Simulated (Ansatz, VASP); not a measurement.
**One calculation of ZnS, two programs**

File INCAR:

```
PREC = Accurate ; ENCUT = 520
EDIFF = 1E-7 ; ISMEAR = 0
SIGMA = 0.05 ; LREAL = F
LASPH = T ; NELM = 60
ALGO = Normal ; ISIF = 2
LWAVE = F ; LCHARG = F
GGA = PE ; NBANDS = 16
```

The input KPOINTS:

```
Automatic mesh
0
Gamma
  6 6 6
```

POSCAR

```
ZnS
1.0
    0.0000000000      2.5838422900      2.5838422900
    2.5838422900      0.0000000000      2.5838422900
    2.5838422900      2.5838422900      0.0000000000
S Zn
1 1
Direct
    0.0000000000      0.0000000000      0.0000000000
    0.5000000000      0.5000000000      0.5000000000
```

Input for Ansatz:

```yaml
crystal:
  lattice:
    - [0.0, 2.58384229, 2.58384229]
    - [2.58384229, 0.0, 2.58384229]
    - [2.58384229, 2.58384229, 0.0]
  atoms:
    - { symbol: S, position: [0.0, 0.0, 0.0] }
    - { symbol: Zn, position: [0.5, 0.5, 0.5] }
basis:
  ecutwfc: 420
  ecutrho_ratio: 4
kpoints:
  mp_grid: { grid: [6, 6, 6] }
hamiltonian:
  xc: pbe
scf:
  occupations: { method: gaussian, width: 0.05 }
output:
  forces: true
  stress: true
  eigenvalues: true
```

Alike in both runs: task single point; functional PBE; k mesh 6 × 6 × 6; occupations gaussian, width 0.05 eV; no spin polarisation.

|  | VASP | Ansatz |
| --- | --- | --- |
| version | VASP 6.6.1 | Ansatz 0.2.0 |
| potentials or method | VASP PAW PBE potentials, release 64 (S, Zn), cutoff 520 eV | scalar-relativistic, plane waves, PAW |
| valence electrons in the cell | 18 | 18 |

|  | VASP | Ansatz | Ansatz less VASP |
| --- | --- | --- | --- |
| gap on the k mesh at the Fermi level (eV) | none | none | - |
| pressure (GPa) | -2.8 | -2.9 | -0.10 |

A gap of «none» marks a metal or a gap that the smearing closes. With one functional, cell and mesh, what is left measures potentials, basis and numerics.
